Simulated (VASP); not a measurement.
## ZnO: relaxation of cell and atoms with r2SCAN

The system is ZnO.

```
Zn O
1.0
     3.23520    0.00000    0.00000
    -1.61760    2.80176    0.00000
     0.00000    0.00000    5.21143
Zn O
2 2
Direct
  0.33333 0.66667 0.49969
  0.66667 0.33333 0.99969
  0.66667 0.33333 0.37932
  0.33333 0.66667 0.87932
```

* Program: VASP 6.6.1
* Task: relaxation of cell and atoms
* Functional: r2SCAN
* Potentials or basis: VASP PAW PBE potentials, release 64 (Zn, O)
* Cutoff: 600 eV
* k mesh: 8 × 8 × 4
* Occupations: gaussian, width 0.01 eV
* Spin: no spin polarisation
* Target pressure: 4 GPa
* Dipole correction: no
* Further INCAR settings: ALGO = Normal; EDIFF = 1e-06; IBRION = 2; EDIFFG = -0.002; NSW = 100; ISIF = 3

```yaml
Relaxed_volume: 11.57 Å³/atom
Relaxed_cell: a = 3.213 Å, b = 3.213 Å, c = 5.175 Å, α = 90.00°, β = 90.00°, γ = 120.00°
Space_group_after_relaxing_to_0.1_Å: P6_3mc (No. 186)
Energy_change_on_relaxing_the_run_minimises_the_enthalpy: +3.3 meV/atom
Ionic_steps: 9
Pressure_after_relaxing: 4.0 GPa
Band_gap_on_the_k_mesh: 1.27 eV
```

Step by step:
| step | energy change (eV) | largest force (eV/Å) | pressure (GPa) | volume (Å³) |
| --- | --- | --- | --- | --- |
| 1 | 0.0000 | 0.0077 | 0.71 | 47.24 |
| 2 | 0.0345 | 0.0057 | 6.56 | 45.60 |
| 3 | 0.0145 | 0.0009 | 4.15 | 46.21 |
| 4 | 0.0135 | 0.0005 | 4.08 | 46.26 |
| 5 | 0.0123 | 0.0001 | 3.86 | 46.31 |
| 6 | 0.0130 | 0.0004 | 3.94 | 46.28 |
| 7 | 0.0130 | 0.0000 | 3.98 | 46.27 |
| 8 | 0.0130 | 0.0002 | 3.98 | 46.27 |
| 9 | 0.0130 | 0.0003 | 3.98 | 46.27 |

Final structure:
```xyz
4
Lattice="3.2133 0.0000 0.0000 -1.6066 2.7828 0.0000 0.0000 0.0000 5.1751" Properties=species:S:1:pos:R:3 pbc="T T T"
Zn    0.0000    1.8552    2.5861
Zn    1.6066    0.9276    5.1736
O     1.6066    0.9276    1.9628
O     0.0000    1.8552    4.5504
```

Levels at points of the mesh, in eV from the valence-band top:
| k point | band 16 | band 17 | band 18 | band 19 | band 20 | band 21 |
| --- | --- | --- | --- | --- | --- | --- |
| (0.00, 0.00, 0.00) | -0.10 | 0.00 | 0.00 | 1.27 | 5.96 | 8.91 |
| (0.50, 0.00, 0.00) | -2.41 | -1.34 | -0.90 | 6.53 | 7.39 | 8.11 |
| (0.00, 0.00, 0.50) | -0.42 | -0.42 | -0.42 | 3.99 | 3.99 | 10.92 |
| (0.50, 0.00, 0.50) | -1.60 | -1.45 | -1.45 | 6.29 | 6.29 | 9.31 |

Run time: 11 min on 1 thread of Intel(R) Xeon(R) Platinum 8488C (Sapphire Rapids), with other jobs on the host, peak memory 0.21 GiB.

Caveat: the cell is relaxed towards a set pressure, so the run minimises the enthalpy, not the energy; the PAW data sets were made with another functional, which shifts forces and pressure a little.
